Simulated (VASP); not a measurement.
Runs of VASP 6.6.1 on CoSi2. The structure is that of space group Fm-3m (No. 225), or close to it. The cells are those of the table. 

| cell | gap on the mesh (eV) | pressure (GPa) |
| --- | --- | --- |
| a = 3.762, b = 3.790 Å, angles 59.8, 60.5, 59.8°, 3 atoms | none | 2.7 |
| a = 3.734, b = 3.790 Å, angles 59.5, 61.0, 59.5°, 3 atoms | none | 5.8 |
| a = 3.891, b = 3.790 Å, angles 60.9, 58.3, 60.9°, 3 atoms | none | -8.1 |
| a = 3.876, b = 3.790 Å, angles 60.7, 58.5, 60.7°, 3 atoms | none | (a) |
| a = 3.819, b = 3.790 Å, angles 60.2, 59.5, 60.2°, 3 atoms | none | (b) |
| a = 3.847, b = 3.790 Å, angles 60.5, 59.0, 60.5°, 3 atoms | none | -5.1 |
| a = 3.905, b = 3.790 Å, angles 61.0, 58.1, 61.0°, 3 atoms | none | -9.0 |

Alike in all rows: task single point; level PBE; potentials or basis VASP PAW PBE potentials, release 64 (Co, Si); no spin polarisation; k mesh 16 × 16 × 16; cutoff (eV) 520; smearing gaussian 0.15 eV.

Question: Estimate the missing entries.

Answer: (a) -7.1; (b) -2.8.

Caveats: an odd number of electrons without spin polarisation forces a metal; a magnetic or distorted state may lie lower; the cell stands under tension (at least some runs); the cell stands under pressure (at least some runs).

A gap of «none» marks levels without a gap at the run's occupations.
